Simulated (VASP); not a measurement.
# Be (P6_3/mmc) in VASP: notebook

The runs below take Be through relaxation of shape and atoms at fixed volume, with LDA.

Program: VASP 6.6.1. These are calculated values, not measurements. Logs are shortened: lines on timing, memory, paths and dates and some standing lists are left out, and cuts for length are marked.

## (1) The cell of the first run

Symmetry: P6_3/mmc, No. 194, hexagonal system. The conventional cell has a = 2.156 Å, b = 2.156 Å, c = 3.413 Å, α = 90.00°, β = 90.00°, γ = 120.00°. Be (site symmetry -6m2) has 12 Be at 2.11 to 2.16 Å within 2.8 Å.

## (2) Relaxation of shape and atoms at fixed volume, LDA (volume scaled by 0.91)

File INCAR:

```
SYSTEM = Be
PREC = Accurate
ENCUT = 600
EDIFF = 1E-7
ISMEAR = 0
SIGMA = 0.1
LREAL = .FALSE.
LASPH = .TRUE.
NELM = 80
ALGO = Fast
ISIF = 4
LWAVE = .FALSE.
LCHARG = .FALSE.
GGA = CA
IBRION = 2
NSW = 50
EDIFFG = -0.01
```

File KPOINTS:

```
regular mesh
0
G
  21 21 12
  0 0 0
```

File POSCAR:

```
Be
1.0
    2.1556883574      0.0000000000      0.0000000000
   -1.0778441787      1.8668808802      0.0000000000
    0.0000000000      0.0000000000      3.4127705503
Be
2
Direct
    0.3333333333      0.6666666667      0.2500000000
    0.6666666667      0.3333333333      0.7500000000
```

Potentials or basis: VASP PAW LDA potentials, release 64 (Be).

Command:

```console
$ cat potpaw_LDA.64/Be/POTCAR > POTCAR
$ mpirun -np 1 vasp_std > vasp.out
```

OUTCAR:

```text
SYSTEM = Be
   PREC = Accurate
   ENCUT = 600
   EDIFF = 1E-7
   ISMEAR = 0
   LREAL = .FALSE.
   LASPH = .TRUE.
   NELM = 80
   ISIF = 4
   GGA = CA
   IBRION = 2
   NSW = 50
   EDIFFG = -0.01

 ion  position               nearest neighbor table
   1  0.333  0.667  0.250-   2 2.11   2 2.11   2 2.11   2 2.11   2 2.11   2 2.11
   2  0.667  0.333  0.750-   1 2.11   1 2.11   1 2.11   1 2.11   1 2.11   1 2.11

  LATTYP: Found a hexagonal cell.
 ALAT       =     2.1556883574
 C/A-ratio  =     1.5831465335

  Lattice vectors:

 A1 = (   2.1556883574,   0.0000000000,   0.0000000000)
 A2 = (  -1.0778441787,   1.8668808802,   0.0000000000)
 A3 = (   0.0000000000,   0.0000000000,   3.4127705503)

Analysis of symmetry for initial positions (statically):
=====================================================================
 Subroutine PRICEL returns:
 Original cell was already a primitive cell.

 Routine SETGRP: Setting up the symmetry group for a
 hexagonal supercell.

 Subroutine GETGRP returns: Found 24 space group operations
 (whereof 12 operations were pure point group operations)
 out of a pool of 24 trial point group operations.

The static configuration has the point symmetry D_3d.
 The point group associated with its full space group is D_6h.

Analysis of symmetry for dynamics (positions and initial velocities):
=====================================================================
 Subroutine PRICEL returns:
 Original cell was already a primitive cell.

 Routine SETGRP: Setting up the symmetry group for a
 hexagonal supercell.

 Subroutine GETGRP returns: Found 24 space group operations
 (whereof 12 operations were pure point group operations)
 out of a pool of 24 trial point group operations.

The dynamic configuration has the point symmetry D_3d.
 The point group associated with its full space group is D_6h.

 Subroutine INISYM returns: Found 24 space group operations
 (whereof 12 operations are pure point group operations),
 and found     1 'primitive' translations

----------------------------------------------------------------------------------------

                                     Primitive cell

  volume of cell :      13.7344

  direct lattice vectors                    reciprocal lattice vectors
     2.155688357  0.000000000  0.000000000     0.463888946  0.267826408  0.000000000
    -1.077844179  1.866880880  0.000000000     0.000000000  0.535652816  0.000000000
     0.000000000  0.000000000  3.412770550     0.000000000  0.000000000  0.293017062

  length of vectors
     2.155688357  2.155688357  3.412770550     0.535652816  0.535652816  0.293017062

  position of ions in fractional coordinates (direct lattice)
     0.333333333  0.666666667  0.250000000
     0.666666667  0.333333333  0.750000000

  ion indices of the primitive-cell ions
   primitive index   ion index
                 1           1
                 2           2

----------------------------------------------------------------------------------------

 KPOINTS: regular mesh

Automatic generation of k-mesh.
 Grid dimensions read from file:
 generate k-points for:   21   21   12

 Generating k-lattice:

  Cartesian coordinates                     Fractional coordinates (reciprocal lattice)
     0.022089950  0.012753638  0.000000000     0.047619048 -0.000000000  0.000000000
     0.000000000  0.025507277  0.000000000     0.000000000  0.047619048  0.000000000
[... 53 lines left out ...]
   LNONCOLLINEAR =      F non collinear calculations
   LSORBIT =      F    spin-orbit coupling
   LASPH  =      T    aspherical Exc in radial PAW
   ENCUT  =  600.0 eV  44.10 Ry    6.64 a.u.   4.31  4.31  6.82*2*pi/ulx,y,z
   NELM   =     80;   NELMIN=  2; NELMDL= -5     # of ELM steps
   EDIFF  = 0.1E-06   stopping-criterion for ELM
   LREAL  =      F    real-space projection
   EDIFFG = -.1E-01   stopping-criterion for IOM
   NSW    =     50    number of steps for IOM
   IBRION =      2    ionic relax: 0-MD 1-quasi-New 2-CG
   NFREE  =      1    steps in history (QN), initial steepest desc. (CG)
   ISIF   =      4    stress and relaxation
   ISYM   =      2    0-nonsym 1-usesym 2-fastsym
   POTIM  = 0.5000    time-step for ionic-motion
   TEBEG  =    0.0;   TEEND  =   0.0 temperature during run
   PSTRESS=    0.0 pullay stress
   NELECT =       4.0000    total number of electrons
   NUPDOWN=      -1.0000    fix difference up-down
   EMIN   =  10.00;   EMAX   =-10.00  energy-range for DOS
   EFERMI =   0.00;   METHOD = LEGACY
   ISMEAR =     0;   SIGMA  =   0.10  broadening in eV -4-tet -1-fermi 0-gaus
   EFERMI_NEDOS =   21; number of points for ismear=-14 and -15
   IALGO  =     68    algorithm
   IMIX   =      4    mixing-type and parameters
     AMIX     =   0.40;   BMIX     =  1.00
     AMIX_MAG =   1.60;   BMIX_MAG =  1.00
  volume/ion in A,a.u.               =       6.87        46.34
  Fermi-wavevector in a.u.,A,eV,Ry     =   1.085155  2.050645 16.021682  1.177560
  Thomas-Fermi vector in A             =   2.221262
   LORBIT       =      0    0 simple, 1 ext, 2 COOP (PROOUT), +10 PAW based schemes
   GGA     = CA    functional components
   LHFCALC =     F    Hartree Fock is set to
   AEXX    =    0.0000 exact exchange contribution
   IVDW    =     0    specifies the selected vdW correction
   LEPSILON=     F    determine dielectric tensor
   LRPA    =     F    only Hartree local field effects (RPA)
 conjugate gradient relaxation of ions
 non-spin polarized calculation
 RMM-DIIS sequential band-by-band and
 Gauss-broadening in eV      SIGMA  =   0.10
  energy-cutoff  :      600.00
  volume of cell :       13.73
 maximum number of plane-waves:       494
 NGX is ok and might be reduce to    18
   NGX =  9   NGY =  9   NGZ = 13

--------------------------------------- Ionic step        1  -------------------------------------------

 number of electron       4.0000000 magnetization

 Free energy of the ion-electron system (eV)
  ---------------------------------------------------
  ext. energy  EPLUGINS =         0.00000000
  ---------------------------------------------------
  free energy    TOTEN  =        -8.35474021 eV

  energy without entropy =       -8.35353738  energy(sigma->0) =       -8.35413880

------------------------ aborting loop because EDIFF is reached ----------------------------------------

  FORCE on cell =-STRESS in cart. coord.  units (eV):
  Direction    XX          YY          ZZ          XY          YZ          ZX
  --------------------------------------------------------------------------------------
  -------------------------------------------------------------------------------------
  Total        1.2725270      1.2725270      1.3347024      0.0000000      0.0000000      0.0000000
  in kB      148.4457990    148.4457990    155.6988329      0.0000000      0.0000000      0.0000000
  external PRESSURE =     150.8634770 kB  Pullay stress =       0.0000000 kB

 VOLUME and BASIS-vectors are now :
 -----------------------------------------------------------------------------
  energy-cutoff  :      600.00
  volume of cell :       13.73
      direct lattice vectors                 reciprocal lattice vectors
     2.155688357  0.000000000  0.000000000     0.463888946  0.267826408  0.000000000
    -1.077844179  1.866880880  0.000000000     0.000000000  0.535652816  0.000000000
     0.000000000  0.000000000  3.412770550     0.000000000  0.000000000  0.293017062

 POSITION                                       TOTAL-FORCE (eV/Angst)
 -----------------------------------------------------------------------------------
     -0.00000      1.24459      0.85319         0.000000      0.000000      0.000000
      1.07784      0.62229      2.55958        -0.000000     -0.000000      0.000000
 -----------------------------------------------------------------------------------
    total drift:                                0.000000     -0.000000      0.000000

  FREE ENERGIE OF THE ION-ELECTRON SYSTEM (eV)
  ---------------------------------------------------
  free  energy   TOTEN  =        -8.3547402111 eV

  energy  without entropy=       -8.3535373810  energy(sigma->0) =       -8.35413880

--------------------------------------- Ionic step        2  -------------------------------------------

 number of electron       4.0000000 magnetization

 Free energy of the ion-electron system (eV)
  ---------------------------------------------------
  ext. energy  EPLUGINS =         0.00000000
  ---------------------------------------------------
  free energy    TOTEN  =        -8.35477197 eV

  energy without entropy =       -8.35356853  energy(sigma->0) =       -8.35417025

 E-fermi :   8.0007     XC(G=0): -11.0944

 val. band max:        7.9706935264   @ k =   0.3333   0.2857   0.1667
 cond. band min:       8.0718611606   @ k =   0.3333   0.2857   0.0833
 fundamental gap:      0.1011676342
 Fermi energy:         8.0006732485

 k-point     1 :       0.0000    0.0000    0.0000
  band No.  band energies     occupation
      1      -4.0008      2.00000
      2       2.9204      2.00000
      3       9.5956      0.00000
      4      25.6915      0.00000
      5      25.6915      0.00000
      6      28.7808      0.00000
[... 199 lines left out ...]
 k-point    24 :       0.1905    0.0952    0.0000
  band No.  band energies     occupation
      1      -2.1087      2.00000
      2       5.5501      2.00000
      3       9.5902      0.00000
      4      17.2174      0.00000
      5      19.8211      0.00000
      6      25.8379      0.00000

 [... further k-points ...]
[... 5 lines left out ...]
  --------------------------------------------------------------------------------------
  -------------------------------------------------------------------------------------
  Total        1.2910742      1.2910742      1.2924392      0.0000000     -0.0000000      0.0000000
  in kB      150.6094128    150.6094128    150.7686450      0.0000000     -0.0000000      0.0000000
  external PRESSURE =     150.6624902 kB  Pullay stress =       0.0000000 kB

 VOLUME and BASIS-vectors are now :
 -----------------------------------------------------------------------------
  energy-cutoff  :      600.00
  volume of cell :       13.73
      direct lattice vectors                 reciprocal lattice vectors
     2.154611228  0.000000000  0.000000000     0.464120852  0.267960299 -0.000000000
    -1.077305614  1.865948059  0.000000000     0.000000000  0.535920598 -0.000000000
     0.000000000  0.000000000  3.416183614     0.000000000 -0.000000000  0.292724313

 POSITION                                       TOTAL-FORCE (eV/Angst)
 -----------------------------------------------------------------------------------
     -0.00000      1.24397      0.85405         0.000000     -0.000000      0.000000
      1.07731      0.62198      2.56214        -0.000000      0.000000      0.000000
 -----------------------------------------------------------------------------------
    total drift:                                0.000000     -0.000000      0.000000

  FREE ENERGIE OF THE ION-ELECTRON SYSTEM (eV)
  ---------------------------------------------------
  free  energy   TOTEN  =        -8.3547719668 eV

  energy  without entropy=       -8.3535685294  energy(sigma->0) =       -8.35417025

 reached required accuracy - stopping structural energy minimisation
```

Wall time 16 s (1 thread of Intel Xeon Platinum 8559C (Emerald Rapids), shared host); peak memory 0.14 GiB.

What came out:

```
Free energy               : -8.3548 eV
Energy gained by relaxing : 0.0 meV/atom
Ionic steps               : 2
Pressure after relaxing   : 15.1 GPa
Band gap on the k mesh    : zero (band 2 reaches 8.98 eV, above the bottom of band 3 at 6.76 eV)
```

Final structure:
```
CELL_PARAMETERS angstrom
2.15461 0.00000 0.00000
-1.07731 1.86595 0.00000
0.00000 0.00000 3.41618
ATOMIC_POSITIONS crystal
Be 0.33333 0.66667 0.25000
Be 0.66667 0.33333 0.75000
```

## (3) Relaxation of shape and atoms at fixed volume, LDA (volume scaled by 0.94)

File INCAR:

```
ALGO = Normal ; EDIFF = 1E-6
EDIFFG = -0.01 ; ENCUT = 600
IBRION = 2 ; ISIF = 4
ISMEAR = 0 ; LASPH = True
LCHARG = False ; LREAL = False
LWAVE = False ; NELM = 80
NSW = 50 ; PREC = Accurate
SIGMA = 0.1
```

File KPOINTS:

```
k-points
0
Gamma
  21 21 12
```

File POSCAR:

```
Be
1.0
    2.1800013534      0.0000000000      0.0000000000
   -1.0900006767      1.8879365523      0.0000000000
    0.0000000000      0.0000000000      3.4470848812
Be
2
Direct
    0.3333333333      0.6666666667      0.2500000000
    0.6666666667      0.3333333333      0.7500000000
```

Potentials or basis: VASP PAW LDA potentials, release 64 (Be).

Command:

```console
$ cat potpaw_LDA.64/Be/POTCAR > POTCAR
$ mpirun -np 1 vasp_std > vasp.out
```

It took 14 s on 1 thread of Intel Xeon Platinum 8559C (Emerald Rapids), shared host; peak memory 0.14 GiB.

The run converged. Its results:

```
Free energy               : -8.3894 eV
Energy gained by relaxing : 0.0 meV/atom
Ionic steps               : 2
Pressure after relaxing   : 9.5 GPa
Band gap on the k mesh    : zero (band 2 reaches 8.68 eV, above the bottom of band 3 at 6.50 eV)
```

Final structure:
```xyz
2
Lattice="2.1790 0.0000 0.0000 -1.0895 1.8871 0.0000 0.0000 0.0000 3.4503" Properties=species:S:1:pos:R:3 pbc="T T T"
Be    0.0000    1.2580    0.8626
Be    1.0895    0.6290    2.5877
```

Levels at points of the mesh, in eV from the Fermi level:
| k point | band 1 | band 2 | band 3 | band 4 | band 5 |
| --- | --- | --- | --- | --- | --- |
| (0.00, 0.00, 0.00) | -11.83 | -4.94 | 1.49 | 17.22 | 17.22 |
| (0.00, 0.00, 0.50) | -9.64 | -9.64 | 11.38 | 11.38 | 18.97 |
